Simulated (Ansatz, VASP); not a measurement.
**Two plane-wave programs on Zn9O8**

```
Zn O
1.0
    -3.21900   -5.57547    0.00000
     4.82850   -2.78774    0.00000
     0.00000    0.00000    5.14890
Zn O
9 8
Direct
  0.48447 0.34801 0.00301
  0.48361 0.65622 0.51285
  0.25775 0.85755 0.99002
  0.25467 0.14744 0.47773
  0.99155 0.30457 0.93078
  0.03672 0.59423 0.35902
  0.71732 0.88448 0.08855
  0.75621 0.21165 0.51009
  0.82824 0.63267 0.70647
  0.49131 0.33723 0.37575
  0.50698 0.67854 0.89774
  0.25910 0.81910 0.37199
  0.25670 0.17259 0.84880
  0.01214 0.25301 0.29890
  0.98364 0.71950 0.00853
  0.72069 0.86924 0.45082
  0.71810 0.16491 0.88995
```

Alike in both runs: functional LDA; k mesh 2 × 2 × 2; occupations gaussian, width 0.05 eV; no spin polarisation.

Ansatz relaxed the structure, and its values are those at the end. VASP's run is a single point on that final structure, the one shown.

|  | VASP | Ansatz |
| --- | --- | --- |
| version | VASP 6.6.1 | Ansatz 0.2.0 |
| potentials or method | VASP PAW LDA potentials, release 64 (Zn, O), cutoff 520 eV | scalar-relativistic, plane waves, PAW |
| valence electrons in the cell | 156 | 156 |

Ansatz gave:

```
gap on the k mesh at the Fermi level (eV) : 0.64
rms of the force components (eV/Å)        : 0.010
```

Question: What did VASP give for the same quantities?

Answer: gap on the k mesh at the Fermi level (eV): 0.65; rms of the force components (eV/Å): 0.024.

Ansatz warns that its potentials were made for another functional, while VASP's fit it. LDA's correlation is that of Perdew and Zunger in VASP and of Perdew and Wang (1992) in Ansatz.

The k mesh is coarse, so the values compare programs but aren't converged.
